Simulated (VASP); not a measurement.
The system is TlRh4.

```xyz
5
Lattice="4.4319 0.0000 0.0000 0.0000 4.4319 0.0000 0.0000 0.0000 4.4319" Properties=species:S:1:pos:R:3 pbc="T T T"
Tl    0.0000    0.0000    0.0000
Rh    2.2160    0.0000    0.0000
Rh    0.0000    2.2160    0.0000
Rh    0.0000    0.0000    2.2160
Rh    2.2160    2.2160    2.2160
```

The cell was built from a structure type or drawn by symmetry, and may not be a known phase.

- Program: VASP 6.6.1
- Task: relaxation of cell and atoms
- Functional: PBE
- Potentials or basis: VASP PAW PBE potentials, release 64 (Tl_d, Rh_pv)
- Cutoff: 600 eV
- k mesh: 4 × 4 × 4
- Occupations: gaussian, width 0.1 eV
- Spin: no spin polarisation

At the start: pressure 51.0 GPa; volume 17.41 Å³/atom.

**Question.** Where does the relaxation end?

**Answer.** Over 5 steps the energy falls by 692.0 meV/atom and the volume is 23.28 Å³/atom (+33.7 %); space group Pm-3m (No. 221, to 0.1 Å) before and after.

Step by step:
```csv
step,energy change (eV),largest force (eV/Å),pressure (GPa),volume (Å³)
1,0.0000,0.0000,50.95,87.05
2,-0.0990,0.0000,-11.50,177.10
3,-3.4381,0.0000,-2.10,119.68
4,-3.4562,0.0000,-0.90,117.75
5,-3.4599,0.0000,0.05,116.40
```

Final structure:
```
Tl Rh
1.0
     4.88260    0.00000    0.00000
     0.00000    4.88260    0.00000
     0.00000    0.00000    4.88260
Tl Rh
1 4
Cartesian
  0.0000 0.0000 0.0000
  2.4413 0.0000 0.0000
  0.0000 2.4413 0.0000
  0.0000 0.0000 2.4413
  2.4413 2.4413 2.4413
```

Caveat: the volume moved by over 15 % at a fixed basis, so the end points are rough.
